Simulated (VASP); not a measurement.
# Li (Fm-3m) in VASP: further runs, part 2 of 3

VASP 6.6.1. Earlier steps stand in the parts before.

## 3. Single point, PBEsol

This run uses another cell than the first one, of 11.43 Å³/atom.

Contents of INCAR:

```
ALGO     = Normal         # electronic algorithm
EDIFF    = 1E-6           # SCF threshold, eV
ENCUT    = 520            # plane-wave cutoff, eV
GGA      = PS             # functional
ISIF     = 2              # what is computed and relaxed
ISMEAR   = -1             # smearing method
LASPH    = True           # aspherical terms in the spheres
LCHARG   = False          # write CHGCAR
LREAL    = False          # projectors in reciprocal space
LWAVE    = False          # write WAVECAR
NBANDS   = 8              # bands
NELM     = 60             # most SCF steps
PREC     = Accurate       # precision mode
SIGMA    = 0.05           # smearing width, eV
```

Contents of KPOINTS:

```
k-points
0
Gamma
  10 10 10
```

Contents of POSCAR:

```
Li
1.0
    0.0000000000      1.7877141677      1.7877141677
    1.7877141677      0.0000000000      1.7877141677
    1.7877141677      1.7877141677      0.0000000000
Li
1
Direct
    0.0000000000      0.0000000000      0.0000000000
```

Potentials or basis: VASP PAW PBE potentials, release 64 (Li_sv).

Started as:

```
> cat potpaw_PBE.64/Li_sv/POTCAR > POTCAR
> mpirun -np 1 vasp_std > vasp.out
```

OUTCAR:

```text
EDIFF = 1E-6
   ENCUT = 520
   GGA = PS
   ISIF = 2
   ISMEAR = -1
   LASPH = True
   LREAL = False
   NELM = 60
   PREC = Accurate

 ion  position               nearest neighbor table
   1  0.000  0.000  0.000-

  LATTYP: Found a face centered cubic cell.
 ALAT       =     3.5754283354

  Lattice vectors:

 A1 = (   0.0000000000,   1.7877141677,   1.7877141677)
 A2 = (   1.7877141677,   0.0000000000,   1.7877141677)
 A3 = (   1.7877141677,   1.7877141677,   0.0000000000)

Analysis of symmetry for initial positions (statically):
=====================================================================
 Subroutine PRICEL returns:
 Original cell was already a primitive cell.

 Routine SETGRP: Setting up the symmetry group for a
 face centered cubic supercell.

 Subroutine GETGRP returns: Found 48 space group operations
 (whereof 48 operations were pure point group operations)
 out of a pool of 48 trial point group operations.

The static configuration has the point symmetry O_h .

Analysis of symmetry for dynamics (positions and initial velocities):
=====================================================================
 Subroutine PRICEL returns:
 Original cell was already a primitive cell.

 Routine SETGRP: Setting up the symmetry group for a
 face centered cubic supercell.

 Subroutine GETGRP returns: Found 48 space group operations
 (whereof 48 operations were pure point group operations)
 out of a pool of 48 trial point group operations.

The dynamic configuration has the point symmetry O_h .

 Subroutine INISYM returns: Found 48 space group operations
 (whereof 48 operations are pure point group operations),
 and found     1 'primitive' translations

----------------------------------------------------------------------------------------

                                     Primitive cell

  volume of cell :      11.4268

  direct lattice vectors                    reciprocal lattice vectors
     0.000000000  1.787714168  1.787714168    -0.279686769  0.279686769  0.279686769
     1.787714168  0.000000000  1.787714168     0.279686769 -0.279686769  0.279686769
     1.787714168  1.787714168  0.000000000     0.279686769  0.279686769 -0.279686769

  length of vectors
     2.528209622  2.528209622  2.528209622     0.484431695  0.484431695  0.484431695

  position of ions in fractional coordinates (direct lattice)
     0.000000000  0.000000000  0.000000000

  ion indices of the primitive-cell ions
   primitive index   ion index
                 1           1

----------------------------------------------------------------------------------------

 KPOINTS: k-points

Automatic generation of k-mesh.
 Grid dimensions read from file:
 generate k-points for:   10   10   10

 Generating k-lattice:

  Cartesian coordinates                     Fractional coordinates (reciprocal lattice)
    -0.027968677  0.027968677  0.027968677     0.100000000  0.000000000  0.000000000
     0.027968677 -0.027968677  0.027968677     0.000000000  0.100000000  0.000000000
     0.027968677  0.027968677 -0.027968677     0.000000000  0.000000000  0.100000000

  Length of vectors
     0.048443169  0.048443169  0.048443169

  Shift w.r.t. Gamma in fractional coordinates (k-lattice)
     0.000000000  0.000000000  0.000000000

 Subroutine IBZKPT returns following result:
 ===========================================

 Found     47 irreducible k-points:

 Following reciprocal coordinates:
            Coordinates               Weight
  0.000000  0.000000  0.000000      1.000000
  0.100000  0.000000  0.000000      8.000000
  0.200000  0.000000  0.000000      8.000000
  0.300000  0.000000  0.000000      8.000000
  0.400000  0.000000  0.000000      8.000000
  0.500000  0.000000  0.000000      4.000000
[... 16 lines left out ...]
  0.300000  0.300000  0.000000      6.000000
  0.400000  0.300000  0.000000     24.000000
 [... further k-points ...]
   k-points           NKPTS =     47   k-points in BZ     NKDIM =     47   number of bands    NBANDS=      8
   number of dos      NEDOS =    301   number of ions     NIONS =      1
   total plane-waves  NPLWV =   8000
   dimension x,y,z NGX =    20 NGY =   20 NGZ =   20
   dimension x,y,z NGXF=    40 NGYF=   40 NGZF=   40
   ions per type =               1
   NGX,Y,Z   is equivalent  to a cutoff of  13.15, 13.15, 13.15 a.u.
   NGXF,Y,Z  is equivalent  to a cutoff of  26.30, 26.30, 26.30 a.u.
 SYSTEM =  unknown system
   PREC   = accura    normal or accurate (medium, high low for compatibility)
   ISTART =      0    job   : 0-new  1-cont  2-samecut
   ICHARG =      2    charge: 1-file 2-atom 10-const
   ISPIN  =      1    spin polarized calculation?
   LNONCOLLINEAR =      F non collinear calculations
   LSORBIT =      F    spin-orbit coupling
   LASPH  =      T    aspherical Exc in radial PAW
   ENCUT  =  520.0 eV  38.22 Ry    6.18 a.u.   4.70  4.70  4.70*2*pi/ulx,y,z
   NELM   =     60;   NELMIN=  2; NELMDL= -5     # of ELM steps
   EDIFF  = 0.1E-05   stopping-criterion for ELM
   LREAL  =      F    real-space projection
   EDIFFG = 0.1E-04   stopping-criterion for IOM
   NSW    =      0    number of steps for IOM
   IBRION =     -1    ionic relax: 0-MD 1-quasi-New 2-CG
   NFREE  =      0    steps in history (QN), initial steepest desc. (CG)
   ISIF   =      2    stress and relaxation
   ISYM   =      2    0-nonsym 1-usesym 2-fastsym
   POTIM  = 0.5000    time-step for ionic-motion
   TEBEG  =    0.0;   TEEND  =   0.0 temperature during run
   PSTRESS=    0.0 pullay stress
   NELECT =       3.0000    total number of electrons
   NUPDOWN=      -1.0000    fix difference up-down
   EMIN   =  10.00;   EMAX   =-10.00  energy-range for DOS
   EFERMI =   0.00;   METHOD = LEGACY
   ISMEAR =    -1;   SIGMA  =   0.05  broadening in eV -4-tet -1-fermi 0-gaus
   EFERMI_NEDOS =   21; number of points for ismear=-14 and -15
   IALGO  =     38    algorithm
   IMIX   =      4    mixing-type and parameters
     AMIX     =   0.40;   BMIX     =  1.00
     AMIX_MAG =   1.60;   BMIX_MAG =  1.00
  volume/ion in A,a.u.               =      11.43        77.11
  Fermi-wavevector in a.u.,A,eV,Ry     =   1.048272  1.980946 14.951081  1.098873
  Thomas-Fermi vector in A             =   2.183186
   LORBIT       =      0    0 simple, 1 ext, 2 COOP (PROOUT), +10 PAW based schemes
   GGA     = PS    functional components
   LHFCALC =     F    Hartree Fock is set to
   AEXX    =    0.0000 exact exchange contribution
   IVDW    =     0    specifies the selected vdW correction
   LEPSILON=     F    determine dielectric tensor
   LRPA    =     F    only Hartree local field effects (RPA)
 non-spin polarized calculation
  energy-cutoff  :      520.00
  volume of cell :       11.43
 maximum number of plane-waves:       331
   NGX =  9   NGY =  9   NGZ =  9

 number of electron       2.9999994 magnetization

 Free energy of the ion-electron system (eV)
  ---------------------------------------------------
  ext. energy  EPLUGINS =         0.00000000
  ---------------------------------------------------
  free energy    TOTEN  =        -1.60559387 eV

  energy without entropy =       -1.60303727  energy(sigma->0) =       -1.60431557

 E-fermi :   2.5321     XC(G=0):  -8.5803

 val. band max:        2.5138442247   @ k =   0.5000   0.1000   0.0000
 cond. band min:       2.7832397329   @ k =   0.5000   0.3000   0.1000
 fundamental gap:      0.2693955083
 Fermi energy:         2.5320895855

 k-point     1 :       0.0000    0.0000    0.0000
  band No.  band energies     occupation
      1     -42.5051      2.00000
      2      -1.3933      2.00000
      3      23.9044      0.00000
      4      23.9044      0.00000
      5      23.9045      0.00000
      6      29.0112      0.00000
      7      29.0113      0.00000
      8      29.0113      0.00000
[... 243 lines left out ...]
 k-point    24 :       0.4000    0.3000    0.0000
  band No.  band energies     occupation
      1     -42.3426      2.00000
      2       2.2287      1.99538
      3      13.2674      0.00000
      4      15.4956      0.00000
      5      16.1788      0.00000
      6      21.1560      0.00000
      7      26.8513      0.00000
      8      39.4624      0.00000

 [... further k-points ...]

------------------------ aborting loop because EDIFF is reached ----------------------------------------

  FORCE on cell =-STRESS in cart. coord.  units (eV):
  Direction    XX          YY          ZZ          XY          YZ          ZX
  --------------------------------------------------------------------------------------
  -------------------------------------------------------------------------------------
  Total        1.4139314      1.4139314      1.4139314      0.0000000      0.0000000     -0.0000000
  in kB      198.2506738    198.2506738    198.2506738      0.0000000      0.0000000     -0.0000000
  external PRESSURE =     198.2506738 kB  Pullay stress =       0.0000000 kB

 VOLUME and BASIS-vectors are now :
 -----------------------------------------------------------------------------
  energy-cutoff  :      520.00
  volume of cell :       11.43
      direct lattice vectors                 reciprocal lattice vectors
     0.000000000  1.787714168  1.787714168    -0.279686769  0.279686769  0.279686769
     1.787714168  0.000000000  1.787714168     0.279686769 -0.279686769  0.279686769
     1.787714168  1.787714168  0.000000000     0.279686769  0.279686769 -0.279686769

 POSITION                                       TOTAL-FORCE (eV/Angst)
 -----------------------------------------------------------------------------------
      0.00000      0.00000      0.00000        -0.000000     -0.000000      0.000000
 -----------------------------------------------------------------------------------
    total drift:                                0.000000      0.000000      0.000000

  FREE ENERGIE OF THE ION-ELECTRON SYSTEM (eV)
  ---------------------------------------------------
  free  energy   TOTEN  =        -1.6055938732 eV

  energy  without entropy=       -1.6030372680  energy(sigma->0) =       -1.60431557
```

Wall time 2.8 s (1 thread of Intel Xeon Platinum 8375C at 2.90GHz (Ice Lake), shared host); peak memory 0.11 GiB.

What came out:

```
Free energy            : -1.6056 eV
Band gap on the k mesh : zero (an odd number of electrons rules out a gap without spin polarisation)
```

Caveat: the cutoff is under 1.25 times the usual one of these potentials, so pressure, stress and relaxed cells hold a basis-set (Pulay) error; the PAW data sets were made with another functional, which shifts forces and pressure a little.

(Continued in part 3 of 3.)
